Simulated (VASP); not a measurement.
Write the native input for VASP 6.6.1 that does the following.

```
Task                   : single point
Functional             : r2SCAN
Potentials or basis    : VASP PAW PBE potentials, release 64 (Ca_sv, O)
Cutoff                 : 520 eV
k mesh                 : 8 × 8 × 8
Occupations            : gaussian, width 0.01 eV
Spin                   : no spin polarisation
Dipole correction      : no
Further INCAR settings : ALGO = Normal; EDIFF = 1e-06; NBANDS = 15
```

CaO:

```xyz
2
Lattice="0.0000 2.4740 2.6067 2.4740 0.0000 2.6067 2.4740 2.4740 0.0000" Properties=species:S:1:pos:R:3 pbc="T T T"
Ca    0.0000    0.0000    0.0000
O     1.2370    1.2370    1.3034
```

This cell differs from its parent crystal: biaxial xy strain -5.1%.

The input as run:

POSCAR

```
CaO
1.0
    0.0000000000      2.4740490960      2.6067317416
    2.4740490960      0.0000000000      2.6067317416
    2.4740490960      2.4740490960      0.0000000000
Ca O
1 1
Direct
    0.0000000000      0.0000000000      0.0000000000
    0.2500000000      0.2500000000      0.2500000000
```

INCAR.step1

```
  PREC = Accurate
  ENCUT = 520
  ISMEAR = 0
  SIGMA = 0.01
  LREAL = F
  LASPH = T
  NELM = 60
  NBANDS = 15
  GGA = PE
  ALGO = Normal
  EDIFF = 1E-4
  LWAVE = T
  LCHARG = F
```

INCAR.step2

```
  PREC = Accurate
  ENCUT = 520
  EDIFF = 1E-6
  ISMEAR = 0
  SIGMA = 0.01
  LREAL = F
  LASPH = T
  NELM = 60
  ALGO = Normal
  ISIF = 2
  LWAVE = F
  LCHARG = F
  METAGGA = R2SCAN
  LMIXTAU = T
  NBANDS = 15
  ISTART = 1
```

KPOINTS

```
Automatic mesh
0
Gamma
  8 8 8
```

Potentials or basis: VASP PAW PBE potentials, release 64 (Ca_sv, O).

The run is started by

```sh
$ cat potpaw_PBE.64/Ca_sv/POTCAR potpaw_PBE.64/O/POTCAR > POTCAR
$ cp INCAR.step1 INCAR
$ mpirun -np 1 vasp_std > vasp.out
$ cp INCAR.step2 INCAR
$ mpirun -np 1 vasp_std > vasp.out
```

Results of the run:

```json
{
  "Pressure": "11.7 GPa",
  "Band gap on the k mesh": "4.05 eV (least direct gap 4.92 eV)"
}
```

Caveat: the cell differs from its parent crystal (biaxial xy strain -5.1%); the cell stands under pressure; the structure was generated, so it needn't be the stable form of CaO; the PAW data sets were made with another functional, which shifts forces and pressure a little.

It took 2.2 min on 1 thread of Intel(R) Xeon(R) Platinum 8259CL CPU @ 2.50GHz (Skylake/Cascade Lake), with other jobs on the host, peak memory 0.18 GiB.
